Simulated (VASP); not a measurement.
Wanted: the native input for a VASP 6.6.1 run.

- Task: single point
- Functional: PBEsol
- Potentials or basis: VASP PAW PBE potentials, release 64 (Sn_d, Te)
- Cutoff: 520 eV
- k mesh: 4 × 4 × 4
- Occupations: fermi-dirac, width 0.02 eV
- Spin: no spin polarisation
- Dipole correction: no
- Further INCAR settings: ALGO = Normal; EDIFF = 1e-07; NBANDS = 17

The structure of SnTe lies in POSCAR:

```
SnTe
1.0
    0.0000000000      3.6171585801      3.6171585801
    3.6171585801      0.0000000000      3.6171585801
    3.6171585801      3.6171585801      0.0000000000
Sn Te
1 1
Direct
    0.0195700000      0.9812100000      0.9875900000
    0.7487800000      0.7407700000      0.7618300000
```

These files were run (other wordings do the same):

INCAR

```
SYSTEM = SnTe
PREC = Accurate
ENCUT = 520
EDIFF = 1E-7
ISMEAR = -1
SIGMA = 0.02
LREAL = .False.
LASPH = .True.
NELM = 80
ALGO = Normal
ISIF = 2
LWAVE = .False.
LCHARG = .False.
GGA = PS
NBANDS = 17
```

KPOINTS

```
Automatic mesh
0
Gamma
  4 4 4
  0 0 0
```

Potentials or basis: VASP PAW PBE potentials, release 64 (Sn_d, Te).

Command:

```bash
$ cat potpaw_PBE.64/Sn_d/POTCAR potpaw_PBE.64/Te/POTCAR > POTCAR
$ mpirun -np 1 vasp_std > vasp.out
```

Results of the run:

```json
{
  "Pressure": "-1.6 GPa",
  "Largest force": "0.300 eV/Å",
  "Band gap on the k mesh": "0.05 eV (least direct gap 0.76 eV)"
}
```

Caveat: the PAW data sets were made with another functional, which shifts forces and pressure a little; spin-orbit coupling is left out, which moves the levels of the heavy elements.

Wall time 100 s on 1 thread of Intel Xeon 8259CL (shared host), peak memory 0.26 GiB.
